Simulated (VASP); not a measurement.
# BaS (P-6m2) in VASP: notebook

BaS is run at these levels: r2SCAN; tasks: relaxation of shape and atoms at fixed volume.

Program: VASP 6.6.1. These are calculated values, not measurements. Logs are shortened: lines on timing, memory, paths and dates and some standing lists are left out, and cuts for length are marked.

## (1) The cell of the first run

The structure is hexagonal, space group P-6m2 (No. 187). Conventional cell: a = 4.295 Å, b = 4.295 Å, c = 3.932 Å, α = 90.00°, β = 90.00°, γ = 120.00°. Ba (site symmetry -6m2) has 6 S at 3.16 Å and 8 Ba at 3.93 to 4.30 Å within 4.3 Å. S (site symmetry -6m2) has 6 Ba at 3.16 Å and 8 S at 3.93 to 4.30 Å within 4.3 Å.

## (2) Relaxation of shape and atoms at fixed volume, r2SCAN (31.41 Å³/atom)

The input, POSCAR:

```
BaS
1.0
    4.2954332663      0.0000000000      0.0000000000
   -2.1477166332      3.7199543289      0.0000000000
    0.0000000000      0.0000000000      3.9316526482
Ba S
1 1
Direct
    0.0000000000      0.0000000000      0.0000000000
    0.6666666667      0.3333333333      0.5000000000
```

The input, INCAR.step1:

```
ALGO = Normal
EDIFF = 1E-4
ENCUT = 600
GGA = PE
ISMEAR = 0
LASPH = T
LCHARG = F
LREAL = F
LWAVE = T
NELM = 100
PREC = Accurate
SIGMA = 0.05
```

The input, INCAR.step2:

```
ALGO = Normal
EDIFF = 1E-7
EDIFFG = -0.01
ENCUT = 600
IBRION = 2
ISIF = 4
ISMEAR = 0
ISTART = 1
LASPH = T
LCHARG = F
LMIXTAU = T
LREAL = F
LWAVE = F
METAGGA = R2SCAN
NELM = 100
NSW = 60
PREC = Accurate
SIGMA = 0.05
```

The input, KPOINTS:

```
k-points
0
Gamma
  6 6 6
```

Potentials or basis: VASP PAW PBE potentials, release 64 (Ba_sv, S).

Started as:

```
$ cat potpaw_PBE.64/Ba_sv/POTCAR potpaw_PBE.64/S/POTCAR > POTCAR
$ cp INCAR.step1 INCAR
$ mpirun -np 1 vasp_std > vasp.out
$ cp INCAR.step2 INCAR
$ mpirun -np 1 vasp_std > vasp.out
```

OUTCAR:

```text
EDIFF = 1E-7
   EDIFFG = -0.01
   ENCUT = 600
   IBRION = 2
   ISIF = 4
   ISMEAR = 0
   ISTART = 1
   LASPH = T
   LREAL = F
   METAGGA = R2SCAN
   NELM = 100
   NSW = 60
   PREC = Accurate

 ion  position               nearest neighbor table
   1  0.000  0.000  0.000-   2 3.16   2 3.16   2 3.16   2 3.16   2 3.16   2 3.16
   2  0.667  0.333  0.500-   1 3.16   1 3.16   1 3.16   1 3.16   1 3.16   1 3.16

  LATTYP: Found a hexagonal cell.
 ALAT       =     4.2954332663
 C/A-ratio  =     0.9153099127

  Lattice vectors:

 A1 = (   4.2954332663,   0.0000000000,   0.0000000000)
 A2 = (  -2.1477166332,   3.7199543289,   0.0000000000)
 A3 = (   0.0000000000,   0.0000000000,   3.9316526482)

Analysis of symmetry for initial positions (statically):
=====================================================================
 Subroutine PRICEL returns:
 Original cell was already a primitive cell.

 Routine SETGRP: Setting up the symmetry group for a
 hexagonal supercell.

 Subroutine GETGRP returns: Found 12 space group operations
 (whereof 12 operations were pure point group operations)
 out of a pool of 24 trial point group operations.

The static configuration has the point symmetry D_3h.

Analysis of symmetry for dynamics (positions and initial velocities):
=====================================================================
 Subroutine PRICEL returns:
 Original cell was already a primitive cell.

 Routine SETGRP: Setting up the symmetry group for a
 hexagonal supercell.

 Subroutine GETGRP returns: Found 12 space group operations
 (whereof 12 operations were pure point group operations)
 out of a pool of 24 trial point group operations.

The dynamic configuration has the point symmetry D_3h.

 Subroutine INISYM returns: Found 12 space group operations
 (whereof 12 operations are pure point group operations),
 and found     1 'primitive' translations

----------------------------------------------------------------------------------------

                                     Primitive cell

  volume of cell :      62.8232

  direct lattice vectors                    reciprocal lattice vectors
     4.295433266  0.000000000  0.000000000     0.232805386  0.134410252  0.000000000
    -2.147716633  3.719954329  0.000000000     0.000000000  0.268820505  0.000000000
     0.000000000  0.000000000  3.931652648     0.000000000  0.000000000  0.254345968

  length of vectors
     4.295433266  4.295433266  3.931652648     0.268820505  0.268820505  0.254345968

  position of ions in fractional coordinates (direct lattice)
     0.000000000  0.000000000  0.000000000
     0.666666667  0.333333333  0.500000000

  ion indices of the primitive-cell ions
   primitive index   ion index
                 1           1
                 2           2

----------------------------------------------------------------------------------------

 KPOINTS: k-points

Automatic generation of k-mesh.
 Grid dimensions read from file:
 generate k-points for:    6    6    6

 Generating k-lattice:

  Cartesian coordinates                     Fractional coordinates (reciprocal lattice)
     0.038800898  0.022401709  0.000000000     0.166666667  0.000000000  0.000000000
     0.000000000  0.044803417  0.000000000     0.000000000  0.166666667  0.000000000
     0.000000000  0.000000000  0.042390995     0.000000000  0.000000000  0.166666667

  Length of vectors
     0.044803417  0.044803417  0.042390995

  Shift w.r.t. Gamma in fractional coordinates (k-lattice)
     0.000000000  0.000000000  0.000000000

 Subroutine IBZKPT returns following result:
 ===========================================

 Found     28 irreducible k-points:

 Following reciprocal coordinates:
            Coordinates               Weight
  0.000000  0.000000  0.000000      1.000000
  0.166667  0.000000  0.000000      6.000000
  0.333333  0.000000  0.000000      6.000000
  0.500000  0.000000  0.000000      3.000000
  0.166667  0.166667  0.000000      6.000000
  0.333333  0.166667  0.000000     12.000000
[... 16 lines left out ...]
  0.166667  0.000000  0.500000      6.000000
  0.333333  0.000000  0.500000      6.000000
 [... further k-points ...]
   k-points           NKPTS =     28   k-points in BZ     NKDIM =     28   number of bands    NBANDS=     12
   number of dos      NEDOS =    301   number of ions     NIONS =      2
   total plane-waves  NPLWV =  41472
   dimension x,y,z NGX =    36 NGY =   36 NGZ =   32
   dimension x,y,z NGXF=    72 NGYF=   72 NGZF=   64
   ions per type =               1   1
   NGX,Y,Z   is equivalent  to a cutoff of  13.93, 13.93, 13.53 a.u.
   NGXF,Y,Z  is equivalent  to a cutoff of  27.87, 27.87, 27.06 a.u.
 SYSTEM =  unknown system
   PREC   = accura    normal or accurate (medium, high low for compatibility)
   ISTART =      1    job   : 0-new  1-cont  2-samecut
   ICHARG =      0    charge: 1-file 2-atom 10-const
   ISPIN  =      1    spin polarized calculation?
   LNONCOLLINEAR =      F non collinear calculations
   LSORBIT =      F    spin-orbit coupling
   LASPH  =      T    aspherical Exc in radial PAW
   ENCUT  =  600.0 eV  44.10 Ry    6.64 a.u.   8.58  8.58  7.85*2*pi/ulx,y,z
   NELM   =    100;   NELMIN=  2; NELMDL=  0     # of ELM steps
   EDIFF  = 0.1E-06   stopping-criterion for ELM
   LREAL  =      F    real-space projection
   EDIFFG = -.1E-01   stopping-criterion for IOM
   NSW    =     60    number of steps for IOM
   IBRION =      2    ionic relax: 0-MD 1-quasi-New 2-CG
   NFREE  =      1    steps in history (QN), initial steepest desc. (CG)
   ISIF   =      4    stress and relaxation
   ISYM   =      2    0-nonsym 1-usesym 2-fastsym
   POTIM  = 0.5000    time-step for ionic-motion
   TEBEG  =    0.0;   TEEND  =   0.0 temperature during run
   PSTRESS=    0.0 pullay stress
   NELECT =      16.0000    total number of electrons
   NUPDOWN=      -1.0000    fix difference up-down
   EMIN   =  10.00;   EMAX   =-10.00  energy-range for DOS
   EFERMI =   0.00;   METHOD = LEGACY
   ISMEAR =     0;   SIGMA  =   0.05  broadening in eV -4-tet -1-fermi 0-gaus
   EFERMI_NEDOS =   21; number of points for ismear=-14 and -15
   IALGO  =     38    algorithm
   IMIX   =      4    mixing-type and parameters
     AMIX     =   0.40;   BMIX     =  1.00
     AMIX_MAG =   1.60;   BMIX_MAG =  1.00
  volume/ion in A,a.u.               =      31.41       211.98
  Fermi-wavevector in a.u.,A,eV,Ry     =   1.037707  1.960983 14.651252  1.076837
  Thomas-Fermi vector in A             =   2.172158
   LORBIT       =      0    0 simple, 1 ext, 2 COOP (PROOUT), +10 PAW based schemes
   METAGGA = R2SCAN    functional components
   LHFCALC =     F    Hartree Fock is set to
   AEXX    =    0.0000 exact exchange contribution
   IVDW    =     0    specifies the selected vdW correction
   LEPSILON=     F    determine dielectric tensor
   LRPA    =     F    only Hartree local field effects (RPA)
 conjugate gradient relaxation of ions
 non-spin polarized calculation
 Gauss-broadening in eV      SIGMA  =   0.05
  energy-cutoff  :      600.00
  volume of cell :       62.82
 maximum number of plane-waves:      2152
 NGX is ok and might be reduce to    36
   NGX = 17   NGY = 17   NGZ = 15

--------------------------------------- Ionic step        1  -------------------------------------------

 number of electron      16.0000002 magnetization

 Free energy of the ion-electron system (eV)
  ---------------------------------------------------
  ext. energy  EPLUGINS =         0.00000000
  ---------------------------------------------------
  free energy    TOTEN  =       -38.88732490 eV

  energy without entropy =      -38.88732490  energy(sigma->0) =      -38.88732490

------------------------ aborting loop because EDIFF is reached ----------------------------------------

  FORCE on cell =-STRESS in cart. coord.  units (eV):
  Direction    XX          YY          ZZ          XY          YZ          ZX
  --------------------------------------------------------------------------------------
  -------------------------------------------------------------------------------------
  Total        0.9697601      0.9697601      1.1252809     -0.0000000      0.0000000      0.0000000
  in kB       24.7317671     24.7317671     28.6980104     -0.0000000      0.0000000      0.0000000
  external PRESSURE =      26.0538482 kB  Pullay stress =       0.0000000 kB

 VOLUME and BASIS-vectors are now :
 -----------------------------------------------------------------------------
  energy-cutoff  :      600.00
  volume of cell :       62.82
      direct lattice vectors                 reciprocal lattice vectors
     4.295433266  0.000000000  0.000000000     0.232805386  0.134410252  0.000000000
    -2.147716633  3.719954329  0.000000000     0.000000000  0.268820505  0.000000000
     0.000000000  0.000000000  3.931652648     0.000000000  0.000000000  0.254345968

 POSITION                                       TOTAL-FORCE (eV/Angst)
 -----------------------------------------------------------------------------------
      0.00000      0.00000      0.00000         0.000000     -0.000000      0.000000
      2.14772      1.23998      1.96583        -0.000000      0.000000      0.000000
 -----------------------------------------------------------------------------------
    total drift:                               -0.000000      0.000000     -0.000000

  FREE ENERGIE OF THE ION-ELECTRON SYSTEM (eV)
  ---------------------------------------------------
  free  energy   TOTEN  =       -38.8873248957 eV

  energy  without entropy=      -38.8873248957  energy(sigma->0) =      -38.88732490

--------------------------------------- Ionic step        2  -------------------------------------------

 number of electron      16.0000002 magnetization

 Free energy of the ion-electron system (eV)
  ---------------------------------------------------
  ext. energy  EPLUGINS =         0.00000000
  ---------------------------------------------------
  free energy    TOTEN  =       -38.88757573 eV

  energy without entropy =      -38.88757573  energy(sigma->0) =      -38.88757573

 E-fermi :   2.1335     XC(G=0):  -9.2230

 val. band max:        1.8938677840   @ k =   0.0000   0.0000   0.0000
 cond. band min:       4.1691382819   @ k =   0.0000   0.0000   0.0000
 fundamental gap:      2.2752704979
 Fermi energy:         2.1335262652

 k-point     1 :       0.0000    0.0000    0.0000
  band No.  band energies     occupation
      1     -25.4915      2.00000
      2     -10.1109      2.00000
      3     -10.1109      2.00000
      4      -9.9713      2.00000
      5      -9.3527      2.00000
      6       1.0551      2.00000
      7       1.0551      2.00000
      8       1.8939      2.00000
      9       4.1691      0.00000
     10       5.6587      0.00000
     11       8.0609      0.00000
     12       8.0609      0.00000

 k-point     2 :       0.1667    0.0000    0.0000
  band No.  band energies     occupation
      1     -25.4771      2.00000
      2     -10.5904      2.00000
      3     -10.1505      2.00000
      4      -9.9438      2.00000
      5      -8.8924      2.00000
      6       0.6135      2.00000
      7       1.1680      2.00000
      8       1.6887      2.00000
      9       4.4859      0.00000
     10       6.5735      0.00000
     11       7.3289      0.00000
     12       8.2139      0.00000
[... 301 lines left out ...]
 k-point    23 :       0.1667    0.0000    0.5000
  band No.  band energies     occupation
      1     -25.4050      2.00000
      2     -11.3872      2.00000
      3     -10.1635      2.00000
      4     -10.0371      2.00000
      5      -8.0547      2.00000
      6      -0.3268      2.00000
      7       1.0098      2.00000
      8       1.0655      2.00000
      9       5.5323      0.00000
     10       6.7210      0.00000
     11       6.8373      0.00000
     12       7.8124      0.00000

 k-point    24 :       0.3333    0.0000    0.5000
  band No.  band energies     occupation
      1     -25.3799      2.00000
      2     -11.0327      2.00000
      3     -10.4588      2.00000
      4     -10.0999      2.00000
      5      -8.5796      2.00000
      6       0.0738      2.00000
      7       0.6897      2.00000
      8       0.7568      2.00000
      9       5.5039      0.00000
     10       7.0805      0.00000
     11       8.1230      0.00000
     12       9.1323      0.00000

 [... further k-points ...]

------------------------ aborting loop because EDIFF is reached ----------------------------------------

  FORCE on cell =-STRESS in cart. coord.  units (eV):
  Direction    XX          YY          ZZ          XY          YZ          ZX
  --------------------------------------------------------------------------------------
  -------------------------------------------------------------------------------------
  Total        0.9998616      0.9998616      1.0289906     -0.0000000     -0.0000000      0.0000000
  in kB       25.4994448     25.4994448     26.2423216     -0.0000000     -0.0000000      0.0000000
  external PRESSURE =      25.7470704 kB  Pullay stress =       0.0000000 kB

 VOLUME and BASIS-vectors are now :
 -----------------------------------------------------------------------------
  energy-cutoff  :      600.00
  volume of cell :       62.82
      direct lattice vectors                 reciprocal lattice vectors
     4.290068718 -0.000000000  0.000000000     0.233096499  0.134578327  0.000000000
    -2.145034359  3.715308494  0.000000000     0.000000000  0.269156653  0.000000000
     0.000000000  0.000000000  3.941491524    -0.000000000 -0.000000000  0.253711062

 POSITION                                       TOTAL-FORCE (eV/Angst)
 -----------------------------------------------------------------------------------
      2.14503      3.71531      0.00000         0.000000      0.000000      0.000000
      2.14503      1.23844      1.97075        -0.000000      0.000000      0.000000
 -----------------------------------------------------------------------------------
    total drift:                               -0.000000      0.000000      0.000000

  FREE ENERGIE OF THE ION-ELECTRON SYSTEM (eV)
  ---------------------------------------------------
  free  energy   TOTEN  =       -38.8875757349 eV

  energy  without entropy=      -38.8875757349  energy(sigma->0) =      -38.88757573

 reached required accuracy - stopping structural energy minimisation
```

It took 2.5 min on 1 thread of Intel Xeon Platinum 8259CL at 2.50GHz (Skylake/Cascade Lake), shared host; peak memory 0.23 GiB.

What came out:

| Property | Result |
| --- | --- |
| Free energy | -38.8876 eV |
| Energy gained by relaxing | 0.1 meV/atom |
| Ionic steps | 2 |
| Pressure after relaxing | 2.6 GPa |
| Band gap on the k mesh | 2.28 eV |

The path:
```csv
step,energy change (eV),largest force (eV/Å),pressure (GPa),volume (Å³)
1,0.0000,0.0000,2.61,62.82
2,-0.0003,0.0000,2.57,62.82
```

Final structure:
```
CELL_PARAMETERS angstrom
4.29007 0.00000 0.00000
-2.14503 3.71531 0.00000
0.00000 0.00000 3.94149
ATOMIC_POSITIONS crystal
Ba 0.00000 0.00000 0.00000
S 0.66667 0.33333 0.50000
```

Caveat: the PAW data sets were made with another functional, which shifts forces and pressure a little; spin-orbit coupling is left out, which moves the levels of the heavy elements. A k mesh can miss the band edges.

## (3) Relaxation of shape and atoms at fixed volume, r2SCAN (32.07 Å³/atom)

This run uses another cell than the first one, of 32.07 Å³/atom.

The input, POSCAR:

```
BaS
1.0
    4.3308572734      0.0000000000      0.0000000000
   -2.1654286367      3.7506324189      0.0000000000
    0.0000000000      0.0000000000      3.9481731817
Ba S
1 1
Direct
    0.0000000000      0.0000000000      0.0000000000
    0.6666666667      0.3333333333      0.5000000000
```

The input, INCAR.step1:

```
SYSTEM = BaS
  ALGO = Normal
  EDIFF = 1E-4
  ENCUT = 600
  GGA = PE
  ISMEAR = 0
  LASPH = .TRUE.
  LCHARG = .FALSE.
  LREAL = .FALSE.
  LWAVE = .TRUE.
  NELM = 60
  PREC = Accurate
  SIGMA = 0.05
```

The input, INCAR.step2:

```
SYSTEM = BaS
  ALGO = Normal
  EDIFF = 1E-7
  EDIFFG = -0.01
  ENCUT = 600
  IBRION = 2
  ISIF = 4
  ISMEAR = 0
  ISTART = 1
  LASPH = .TRUE.
  LCHARG = .FALSE.
  LMIXTAU = .TRUE.
  LREAL = .FALSE.
  LWAVE = .FALSE.
  METAGGA = R2SCAN
  NELM = 60
  NSW = 60
  PREC = Accurate
  SIGMA = 0.05
```

The input, KPOINTS:

```
k-points
0
G
  6 6 6
  0 0 0
```

Potentials or basis: VASP PAW PBE potentials, release 64 (Ba_sv, S).

Started as:

```
$ cat potpaw_PBE.64/Ba_sv/POTCAR potpaw_PBE.64/S/POTCAR > POTCAR
$ cp INCAR.step1 INCAR
$ mpirun -np 1 vasp_std > vasp.out
$ cp INCAR.step2 INCAR
$ mpirun -np 1 vasp_std > vasp.out
```

Run time: 3.2 min. Hardware: 1 thread of Intel Xeon Platinum 8259CL at 2.50GHz (Skylake/Cascade Lake), shared host; peak memory 0.22 GiB.

It converged, with:

* Free energy: -38.9044 eV
* Energy gained by relaxing: 0.2 meV/atom
* Ionic steps: 3
* Pressure after relaxing: 1.5 GPa
* Band gap on the k mesh: 2.31 eV

The path:
| step | energy change (eV) | largest force (eV/Å) | pressure (GPa) | volume (Å³) |
| --- | --- | --- | --- | --- |
| 1 | 0.0000 | 0.0000 | 1.59 | 64.13 |
| 2 | -0.0004 | 0.0000 | 1.55 | 64.13 |
| 3 | -0.0004 | 0.0000 | 1.55 | 64.13 |

Final structure:
```cif
data_structure
_symmetry_space_group_name_H-M 'P 1'
_symmetry_Int_Tables_number 1
_cell_length_a 4.3224
_cell_length_b 4.3224
_cell_length_c 3.9636
_cell_angle_alpha 90.000
_cell_angle_beta 90.000
_cell_angle_gamma 120.000
_cell_volume 64.13
loop_
_atom_site_label
_atom_site_type_symbol
_atom_site_fract_x
_atom_site_fract_y
_atom_site_fract_z
_atom_site_occupancy
Ba1 Ba 0.00000 0.00000 0.00000 1
S1 S 0.66667 0.33333 0.50000 1
```

Levels at points of the mesh, in eV from the valence-band top:
| k point | band 6 | band 7 | band 8 | band 9 | band 10 | band 11 |
| --- | --- | --- | --- | --- | --- | --- |
| (0.00, 0.00, 0.00) | -0.81 | -0.81 | 0.00 | 2.31 | 3.69 | 6.11 |
| (0.50, 0.00, 0.00) | -2.02 | -0.71 | -0.43 | 2.50 | 5.95 | 6.31 |
| (0.00, 0.00, 0.50) | -2.43 | -0.67 | -0.67 | 4.32 | 4.32 | 5.31 |
| (0.50, 0.00, 0.50) | -1.66 | -1.30 | -1.27 | 3.96 | 5.52 | 7.48 |

Caveat: the PAW data sets were made with another functional, which shifts forces and pressure a little; spin-orbit coupling is left out, which moves the levels of the heavy elements. A k mesh can miss the band edges.

(Part 1 of 2 ends here.)
